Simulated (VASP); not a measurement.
A run of VASP 6.6.1:

File INCAR:

```
  PREC = Accurate
  ENCUT = 1000
  EDIFF = 1E-6
  ISMEAR = -1
  SIGMA = 0.05
  LREAL = Auto
  LASPH = T
  NELM = 120
  ALGO = Normal
  ISIF = 2
  LWAVE = F
  LCHARG = F
  GGA = PS
  NBANDS = 76
  GGA_COMPAT = F
```

KPOINTS

```
Automatic mesh
0
Gamma
  1 1 1
```

Contents of POSCAR:

```
H12C5O3
1.0
    8.1932130000      0.0000000000      0.0000000000
    0.0000000000      8.1932130000      0.0000000000
    0.0000000000      0.0000000000      8.1932130000
C H O
10 24 6
Direct
    0.8925802368      1.0607682237      0.8255003257
    0.9151843117      0.8770185762      0.8377787810
    0.3697938770      1.0058813313      0.8737597814
    0.4476143852      0.8762130314      0.7606905862
    0.8639223709      0.4344693590      0.3566854664
    0.3683292501      0.4002947317      0.0738660157
    0.5415335840      0.2350848196      0.5161223076
    0.0638211163      0.8280756280      0.3154073988
    0.4994743820      0.7844297469      0.2017157372
    0.8680843523      0.4569757920      0.8628116955
    0.8938251697      1.1039381010      0.7069876006
    0.7658656012      1.0857523172      0.8545975797
    0.9846076258      1.1221605004      0.9048464870
    0.9044315093      0.8189949413      0.9655064503
    0.8184823219      0.7992957098      0.7588720078
    1.0255195367      0.8225832772      0.7920336015
    0.3227793541      1.1013017726      0.7925828366
    0.2775956148      0.9437689463      0.9445622859
    0.4628342996      1.0627698804      0.9449650583
    0.4768947176      0.7613496683      0.8333238743
    0.3590288694      0.8297233332      0.6758154585
    0.5538730654      0.9217995431      0.6815152981
    0.9107416102      0.3389756863      0.2729820401
    0.9417917000      0.4790184266      0.4570612286
    0.4367151202      0.3589800485      0.1843965243
    0.4551083928      0.4452221613     -0.0157081233
    0.4319672880      0.2387830025      0.6003993793
    0.6466083574      0.3088776039      0.5501748826
    0.0650050231      0.9518732151      0.2648045401
    0.0579137879      0.7322768247      0.2108330395
    0.6232231482      0.7271262202      0.1957351774
    0.4824114789      0.9246555655      0.2224035919
    0.9667635884      0.3800340599      0.8128557136
    0.9082639497      0.5742313791      0.9162705766
    0.7350352054      0.5109106769      0.3384630669
    0.2270781926      0.3708801419      0.0526045155
    0.5631612409      0.1466945873      0.3977194295
    0.0703875268      0.7987098590      0.4576470794
    0.3832806495      0.6969671117      0.2032047745
    0.7230496754      0.4173210192      0.8557204603
```

Potentials or basis: VASP PAW PBE potentials, release 64 (C_h, H_h, O_h).

The run is started by

```bash
$ cat potpaw_PBE.64/C_h/POTCAR potpaw_PBE.64/H_h/POTCAR potpaw_PBE.64/O_h/POTCAR > POTCAR
$ mpirun -np 1 vasp_gam > vasp.out
```

Hardware: 1 thread of Intel(R) Xeon(R) 6975P-C (Granite Rapids), on a shared host.

Problem. How long does it take, and how much memory?

Solution. It took 2.4 min on 1 thread of Intel(R) Xeon(R) 6975P-C (Granite Rapids), on a shared host, peak memory 1.2 GiB. Counts: scf iterations 17, k points 1.
